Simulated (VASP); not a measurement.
MgSi3N:

```
CELL_PARAMETERS angstrom
3.37588 0.00000 0.00000
-1.68794 2.92359 0.00000
0.00000 0.00000 7.37694
ATOMIC_POSITIONS crystal
Mg 0.00000 0.00000 0.00000
Si 0.50000 0.00000 0.50000
Si 0.00000 0.50000 0.50000
Si 0.50000 0.50000 0.50000
N 0.00000 0.00000 0.50000
```

The cell was generated, and may not be a known phase.

* Program: VASP 6.6.1
* Task: relaxation of cell and atoms
* Functional: PBE
* Potentials or basis: VASP PAW PBE potentials, release 64 (Mg, Si, N)
* Cutoff: 600 eV
* k mesh: 6 × 6 × 4
* Occupations: gaussian, width 0.1 eV
* Spin: no spin polarisation

At the start: pressure 169.3 GPa; volume 14.56 Å³/atom.

**Question.** Where does the relaxation end?

**Answer.** Over 27 steps the energy falls by 6321.7 meV/atom and the volume is 16.74 Å³/atom (+14.9 %); space group P6/mmm (No. 191, to 0.1 Å) before and after.

Step by step:
```csv
step,energy change (eV),largest force (eV/Å),pressure (GPa),volume (Å³)
1,0.0000,0.0000,169.28,72.81
2,-13.8223,0.0000,-9.32,323.75
3,-27.8593,0.0000,-6.49,155.89
4,-28.1460,0.0000,-5.36,149.65
5,-28.3311,0.0000,2.19,131.60
6,-28.4107,0.0000,-1.46,138.46
7,-28.4122,0.0000,-0.75,136.95
8,-28.4676,0.0000,-0.74,134.11
9,-28.6619,0.0000,-0.63,125.58
10,-29.3658,0.0000,-0.86,108.47
11,-31.1300,0.0000,14.18,74.06
12,-30.9351,0.0000,4.91,84.79
13,-31.1833,0.0000,9.33,77.88
14,-31.2033,0.0000,9.49,77.56
15,-31.2516,0.0000,10.32,76.61
16,-31.2682,0.0000,12.63,74.64
17,-31.2773,0.0000,11.69,75.35
18,-31.3211,0.0000,10.85,75.84
19,-31.4336,0.0000,8.36,77.33
20,-31.5693,0.0000,3.83,80.34
21,-31.5332,0.0000,-2.91,86.54
22,-31.5982,0.0000,0.58,82.97
23,-31.5986,0.0000,0.89,82.70
24,-31.6015,0.0000,0.75,82.85
25,-31.6071,0.0000,0.37,83.32
26,-31.6053,0.0000,-0.31,84.24
27,-31.6084,0.0000,0.08,83.69
```

Final structure:
```yaml
crystal:
  lattice:
    - [4.91855, 0.00000, 0.00000]
    - [-2.45927, 4.25959, 0.00000]
    - [0.00000, 0.00000, 3.99439]
  atoms:
    - { symbol: Mg, position: [0.00000, 0.00000, 0.00000] }
    - { symbol: Si, position: [0.50000, 0.00000, 0.50000] }
    - { symbol: Si, position: [0.00000, 0.50000, 0.50000] }
    - { symbol: Si, position: [0.50000, 0.50000, 0.50000] }
    - { symbol: N, position: [0.00000, 0.00000, 0.50000] }
```

Caveat: a cell axis changed by over 15 % at a fixed basis, so the end point is rough.
